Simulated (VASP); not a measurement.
Write the native input for VASP 6.6.1 that does the following.

* Task: single point
* Functional: LDA
* Potentials or basis: VASP PAW LDA potentials, release 64 (Pb_d, Se)
* Cutoff: 520 eV
* k mesh: 10 × 10 × 10
* Occupations: gaussian, width 0.03 eV
* Spin: no spin polarisation
* Dipole correction: no
* Further INCAR settings: ALGO = Normal; EDIFF = 1e-07; NBANDS = 17

The structure of PbSe lies in POSCAR:

```
PbSe
1.0
    0.0000000000      3.0621500000      3.0621500000
    3.0621500000      0.0000000000      3.0621500000
    3.0621500000      3.0621500000      0.0000000000
Pb Se
1 1
Direct
    0.0000000000      0.0000000000      0.0000000000
    0.4489737603      0.4489737603      0.5510262397
```

This cell differs from its parent crystal: all Se atoms moved +0.312 Å, as atom 2 towards its neighbour atom 1 (Pb) at 3.062 Å.

The input as run:

INCAR

```
SYSTEM = PbSe
ALGO = Normal ; EDIFF = 1E-7
ENCUT = 520 ; GGA = CA
ISIF = 2 ; ISMEAR = 0
LASPH = .TRUE. ; LCHARG = .FALSE.
LREAL = .FALSE. ; LWAVE = .FALSE.
NBANDS = 17 ; NELM = 100
PREC = Accurate ; SIGMA = 0.03
```

KPOINTS

```
k-points
0
G
  10 10 10
  0 0 0
```

Potentials or basis: VASP PAW LDA potentials, release 64 (Pb_d, Se).

The run is started by

```console
$ cat potpaw_LDA.64/Pb_d/POTCAR potpaw_LDA.64/Se/POTCAR > POTCAR
$ mpirun -np 1 vasp_std > vasp.out
```

Results of the run:

```yaml
Pressure: -0.6 GPa
Largest_force: 0.476 eV/Å
Band_gap_on_the_k_mesh: 0.95 eV, indirect (least direct gap 0.96 eV)
```

Caveat: the cell differs from its parent crystal (all Se atoms moved +0.312 Å, as atom 2 towards its neighbour atom 1 (Pb) at 3.062 Å); spin-orbit coupling is left out, which moves the levels of the heavy elements.

Wall time 28 s on 1 thread of Intel(R) Xeon(R) 6975P-C (Granite Rapids) (shared host), peak memory 0.23 GiB.
